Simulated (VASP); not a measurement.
# Ta4C5 (a cell with a defect) in VASP: single point with PBE

Aim: the single point of Ta4C5 (a cell with a defect) with PBE.

All numbers are computed with VASP 6.6.1; they aren't measurements. Logs are shortened: lines on timing, memory, paths and dates and some standing lists are left out, and cuts for length are marked.

## (1) The cell of the first run

The cell holds a defect, 9 atoms: a = 4.475 Å, b = 4.475 Å, c = 4.475 Å, α = 90.00°, β = 90.00°, γ = 90.00°.

## (2) Single point, PBE

File INCAR:

```
PREC = Accurate
ENCUT = 520
EDIFF = 1E-7
ISMEAR = 0
SIGMA = 0.1
LREAL = F
LASPH = T
NELM = 60
ALGO = Normal
ISIF = 2
LWAVE = F
LCHARG = F
GGA = PE
NBANDS = 42
```

File KPOINTS:

```
Automatic mesh
0
Gamma
  6 6 6
  0.5 0.5 0.5
```

File POSCAR:

```
Ta4C5
1.0
    0.0000000000     -4.4754012993      0.0000000000
    0.0000000000      0.0000000000     -4.4754012993
    4.4754012993      0.0000000000      0.0000000000
Ta C
4 5
Direct
    1.0154979112      1.0154979112     -0.0154979112
    0.4845020888      1.0154979112      0.5154979112
    1.0154979112      0.4845020888      0.5154979112
    0.4845020888      0.4845020888     -0.0154979112
    0.0057164992      0.0057164992      0.5057164992
    0.4942835008      0.0057164992     -0.0057164992
    0.0057164992      0.4942835008     -0.0057164992
    0.4942835008      0.4942835008      0.5057164992
    0.7500000000      0.7500000000      0.2500000000
```

Potentials or basis: VASP PAW PBE potentials, release 64 (Ta_pv, C).

On the command line:

```bash
cat potpaw_PBE.64/Ta_pv/POTCAR potpaw_PBE.64/C/POTCAR > POTCAR
mpirun -np 1 vasp_std > vasp.out
```

OUTCAR:

```text
PREC = Accurate
   ENCUT = 520
   EDIFF = 1E-7
   ISMEAR = 0
   LREAL = F
   LASPH = T
   NELM = 60
   ISIF = 2
   GGA = PE

 ion  position               nearest neighbor table
   1  0.015  0.015  0.985-   9 2.06   6 2.14   7 2.14   5 2.14   5 2.33   7 2.33   6 2.33   2 2.97
                             3 2.97   4 2.97   3 3.17   4 3.17   2 3.17   2 3.17   4 3.17   3 3.17
   2  0.485  0.015  0.515-   9 2.06   6 2.14   8 2.14   5 2.14   5 2.33   6 2.33   8 2.33   1 2.97
                             3 2.97   4 2.97   1 3.17   4 3.17   1 3.17   3 3.17   4 3.17   3 3.17
   3  0.015  0.485  0.515-   9 2.06   7 2.14   8 2.14   5 2.14   5 2.33   7 2.33   8 2.33   1 2.97
                             2 2.97   4 2.97   1 3.17   4 3.17   1 3.17   2 3.17   4 3.17   2 3.17
   4  0.485  0.485  0.985-   9 2.06   7 2.14   8 2.14   6 2.14   6 2.33   8 2.33   7 2.33   2 2.97
                             3 2.97   1 2.97   2 3.17   3 3.17   2 3.17   3 3.17   1 3.17   1 3.17
   5  0.006  0.006  0.506-   9 1.98   2 2.14   3 2.14   1 2.14   1 2.33   3 2.33   2 2.33
   6  0.494  0.006  0.994-   9 1.98   2 2.14   4 2.14   1 2.14   1 2.33   2 2.33   4 2.33
   7  0.006  0.494  0.994-   9 1.98   3 2.14   4 2.14   1 2.14   1 2.33   3 2.33   4 2.33
   8  0.494  0.494  0.506-   9 1.98   3 2.14   4 2.14   2 2.14   3 2.33   2 2.33   4 2.33
   9  0.750  0.750  0.250-   5 1.98   6 1.98   7 1.98   8 1.98   1 2.06   2 2.06   3 2.06   4 2.06

  LATTYP: Found a simple cubic cell.
 ALAT       =     4.4754012993

  Lattice vectors:

 A1 = (   0.0000000000,  -4.4754012993,   0.0000000000)
 A2 = (   0.0000000000,   0.0000000000,  -4.4754012993)
 A3 = (   4.4754012993,   0.0000000000,   0.0000000000)

Analysis of symmetry for initial positions (statically):
=====================================================================
 Subroutine PRICEL returns:
 Original cell was already a primitive cell.

 Routine SETGRP: Setting up the symmetry group for a
 simple cubic supercell.

 Subroutine GETGRP returns: Found 24 space group operations
 (whereof  6 operations were pure point group operations)
 out of a pool of 48 trial point group operations.

The static configuration has the point symmetry C_3v.
 The point group associated with its full space group is T_d .

Analysis of symmetry for dynamics (positions and initial velocities):
=====================================================================
 Subroutine PRICEL returns:
 Original cell was already a primitive cell.

 Routine SETGRP: Setting up the symmetry group for a
 simple cubic supercell.

 Subroutine GETGRP returns: Found 24 space group operations
 (whereof  6 operations were pure point group operations)
 out of a pool of 48 trial point group operations.

The dynamic configuration has the point symmetry C_3v.
 The point group associated with its full space group is T_d .

 Subroutine INISYM returns: Found 24 space group operations
 (whereof  6 operations are pure point group operations),
 and found     1 'primitive' translations

----------------------------------------------------------------------------------------

                                     Primitive cell

  volume of cell :      89.6388

  direct lattice vectors                    reciprocal lattice vectors
     0.000000000 -4.475401299  0.000000000     0.000000000 -0.223443650  0.000000000
     0.000000000  0.000000000 -4.475401299     0.000000000  0.000000000 -0.223443650
     4.475401299  0.000000000  0.000000000     0.223443650  0.000000000  0.000000000

  length of vectors
     4.475401299  4.475401299  4.475401299     0.223443650  0.223443650  0.223443650

  position of ions in fractional coordinates (direct lattice)
     0.015497911  0.015497911  0.984502089
     0.484502089  0.015497911  0.515497911
     0.015497911  0.484502089  0.515497911
     0.484502089  0.484502089  0.984502089
     0.005716499  0.005716499  0.505716499
     0.494283501  0.005716499  0.994283501
     0.005716499  0.494283501  0.994283501
     0.494283501  0.494283501  0.505716499
     0.750000000  0.750000000  0.250000000

  ion indices of the primitive-cell ions
   primitive index   ion index
                 1           1
                 2           2
                 3           3
                 4           4
                 5           5
                 6           6
                 7           7
                 8           8
                 9           9

----------------------------------------------------------------------------------------

 KPOINTS: Automatic mesh

Automatic generation of k-mesh.
 Grid dimensions read from file:
 generate k-points for:    6    6    6

 Generating k-lattice:

  Cartesian coordinates                     Fractional coordinates (reciprocal lattice)
     0.000000000 -0.037240608  0.000000000     0.166666667  0.000000000  0.000000000
     0.000000000  0.000000000 -0.037240608     0.000000000  0.166666667  0.000000000
     0.037240608  0.000000000  0.000000000     0.000000000  0.000000000  0.166666667

  Length of vectors
     0.037240608  0.037240608  0.037240608

  Shift w.r.t. Gamma in fractional coordinates (k-lattice)
     0.500000000  0.500000000  0.500000000

 Subroutine IBZKPT returns following result:
 ===========================================

 Found     10 irreducible k-points:

 Following reciprocal coordinates:
            Coordinates               Weight
  0.083333  0.083333  0.083333      8.000000
  0.250000  0.083333  0.083333     24.000000
  0.416667  0.083333  0.083333     24.000000
  0.250000  0.250000  0.083333     24.000000
  0.416667  0.250000  0.083333     48.000000
  0.416667  0.416667  0.083333     24.000000
  0.250000  0.250000  0.250000      8.000000
  0.416667  0.250000  0.250000     24.000000
  0.416667  0.416667  0.250000     24.000000
  0.416667  0.416667  0.416667      8.000000
   k-points           NKPTS =     10   k-points in BZ     NKDIM =     10   number of bands    NBANDS=     42
   number of dos      NEDOS =    301   number of ions     NIONS =      9
   total plane-waves  NPLWV =  46656
   dimension x,y,z NGX =    36 NGY =   36 NGZ =   36
   dimension x,y,z NGXF=    72 NGYF=   72 NGZF=   72
   ions per type =               4   5
   NGX,Y,Z   is equivalent  to a cutoff of  13.37, 13.37, 13.37 a.u.
   NGXF,Y,Z  is equivalent  to a cutoff of  26.75, 26.75, 26.75 a.u.
 SYSTEM =  unknown system
   PREC   = accura    normal or accurate (medium, high low for compatibility)
   ISTART =      0    job   : 0-new  1-cont  2-samecut
   ICHARG =      2    charge: 1-file 2-atom 10-const
   ISPIN  =      1    spin polarized calculation?
   LNONCOLLINEAR =      F non collinear calculations
   LSORBIT =      F    spin-orbit coupling
   LASPH  =      T    aspherical Exc in radial PAW
   ENCUT  =  520.0 eV  38.22 Ry    6.18 a.u.   8.32  8.32  8.32*2*pi/ulx,y,z
   NELM   =     60;   NELMIN=  2; NELMDL= -5     # of ELM steps
   EDIFF  = 0.1E-06   stopping-criterion for ELM
   LREAL  =      F    real-space projection
   EDIFFG = 0.1E-05   stopping-criterion for IOM
   NSW    =      0    number of steps for IOM
   IBRION =     -1    ionic relax: 0-MD 1-quasi-New 2-CG
   NFREE  =      0    steps in history (QN), initial steepest desc. (CG)
   ISIF   =      2    stress and relaxation
   ISYM   =      2    0-nonsym 1-usesym 2-fastsym
   POTIM  = 0.5000    time-step for ionic-motion
   TEBEG  =    0.0;   TEEND  =   0.0 temperature during run
   PSTRESS=    0.0 pullay stress
   NELECT =      64.0000    total number of electrons
   NUPDOWN=      -1.0000    fix difference up-down
   EMIN   =  10.00;   EMAX   =-10.00  energy-range for DOS
   EFERMI =   0.00;   METHOD = LEGACY
   ISMEAR =     0;   SIGMA  =   0.10  broadening in eV -4-tet -1-fermi 0-gaus
   EFERMI_NEDOS =   21; number of points for ismear=-14 and -15
   IALGO  =     38    algorithm
   IMIX   =      4    mixing-type and parameters
     AMIX     =   0.40;   BMIX     =  1.00
     AMIX_MAG =   1.60;   BMIX_MAG =  1.00
  volume/ion in A,a.u.               =       9.96        67.21
  Fermi-wavevector in a.u.,A,eV,Ry     =   1.463197  2.765042 29.129336  2.140946
  Thomas-Fermi vector in A             =   2.579321
   LORBIT       =      0    0 simple, 1 ext, 2 COOP (PROOUT), +10 PAW based schemes
   GGA     = PE    functional components
   LHFCALC =     F    Hartree Fock is set to
   AEXX    =    0.0000 exact exchange contribution
   IVDW    =     0    specifies the selected vdW correction
   LEPSILON=     F    determine dielectric tensor
   LRPA    =     F    only Hartree local field effects (RPA)
 non-spin polarized calculation
 Gauss-broadening in eV      SIGMA  =   0.10
  energy-cutoff  :      520.00
  volume of cell :       89.64
 maximum number of plane-waves:      2430
 NGX is ok and might be reduce to    36
   NGX = 17   NGY = 17   NGZ = 17

 number of electron      63.9999989 magnetization

 Free energy of the ion-electron system (eV)
  ---------------------------------------------------
  ext. energy  EPLUGINS =         0.00000000
  ---------------------------------------------------
  free energy    TOTEN  =       -90.72020186 eV

  energy without entropy =      -90.70005365  energy(sigma->0) =      -90.71012776

 E-fermi :   9.1166     XC(G=0): -13.4643

 val. band max:        9.0884847218   @ k =   0.2500   0.2500   0.0833
 cond. band min:       9.1189126618   @ k =   0.4167   0.2500   0.0833
 fundamental gap:      0.0304279400
 Fermi energy:         9.1165886333

 k-point     1 :       0.0833    0.0833    0.0833
  band No.  band energies     occupation
      1     -26.5838      2.00000
      2     -26.4183      2.00000
      3     -26.4183      2.00000
      4     -26.1273      2.00000
      5     -26.1132      2.00000
      6     -26.1132      2.00000
[... 34 lines left out ...]
     41      12.4219      0.00000
     42      12.5209      0.00000
[... 364 lines left out ...]
      2     -26.5248      2.00000
      3     -26.5248      2.00000
      4     -26.5090      2.00000
      5     -25.9313      2.00000
      6     -25.9313      2.00000
[... 34 lines left out ...]
     41      12.2797      0.00000
     42      14.6418      0.00000

------------------------ aborting loop because EDIFF is reached ----------------------------------------

  FORCE on cell =-STRESS in cart. coord.  units (eV):
  Direction    XX          YY          ZZ          XY          YZ          ZX
  --------------------------------------------------------------------------------------
  -------------------------------------------------------------------------------------
  Total       17.3721291     17.3721291     17.3721291     -0.0000000     -0.0000000      0.0000000
  in kB      310.5043436    310.5043436    310.5043436     -0.0000000     -0.0000000      0.0000000
  external PRESSURE =     310.5043436 kB  Pullay stress =       0.0000000 kB

 VOLUME and BASIS-vectors are now :
 -----------------------------------------------------------------------------
  energy-cutoff  :      520.00
  volume of cell :       89.64
      direct lattice vectors                 reciprocal lattice vectors
     0.000000000 -4.475401299  0.000000000     0.000000000 -0.223443650  0.000000000
     0.000000000  0.000000000 -4.475401299     0.000000000  0.000000000 -0.223443650
     4.475401299  0.000000000  0.000000000     0.223443650  0.000000000  0.000000000

 POSITION                                       TOTAL-FORCE (eV/Angst)
 -----------------------------------------------------------------------------------
      4.40604     -0.06936     -0.06936        -0.023139     -0.023139     -0.023139
      2.30706     -2.16834     -0.06936         0.023139      0.023139     -0.023139
      2.30706     -0.06936     -2.16834         0.023139     -0.023139      0.023139
      4.40604     -2.16834     -2.16834        -0.023139      0.023139      0.023139
      2.26328     -0.02558     -0.02558        -0.010527      0.010527      0.010527
      4.44982     -2.21212     -0.02558         0.010527     -0.010527      0.010527
      4.44982     -0.02558     -2.21212         0.010527      0.010527     -0.010527
      2.26328     -2.21212     -2.21212        -0.010527     -0.010527     -0.010527
      1.11885     -3.35655     -3.35655        -0.000000     -0.000000      0.000000
 -----------------------------------------------------------------------------------
    total drift:                                0.000000     -0.000000     -0.000000

  FREE ENERGIE OF THE ION-ELECTRON SYSTEM (eV)
  ---------------------------------------------------
  free  energy   TOTEN  =       -90.7202018568 eV

  energy  without entropy=      -90.7000536542  energy(sigma->0) =      -90.71012776
```

Run time: 36 s. Hardware: 1 thread of Intel Xeon 6975P-C, shared host; peak memory 0.21 GiB.

Results:

| Quantity | Value |
| --- | --- |
| Free energy | -90.7202 eV |
| Pressure | 31.1 GPa |
| Largest force | 0.040 eV/Å |
| Band gap on the k mesh | zero (band 32 reaches 9.61 eV, above the bottom of band 33 at 7.45 eV) |

Forces on the atoms (eV/Å):
```
Ta  -0.023 -0.023 -0.023
Ta   0.023  0.023 -0.023
Ta   0.023 -0.023  0.023
Ta  -0.023  0.023  0.023
C   -0.011  0.011  0.011
C    0.011 -0.011  0.011
C    0.011  0.011 -0.011
C   -0.011 -0.011 -0.011
C    0.000  0.000  0.000
```

Caveat: spin-orbit coupling is left out, which moves the levels of the heavy elements.
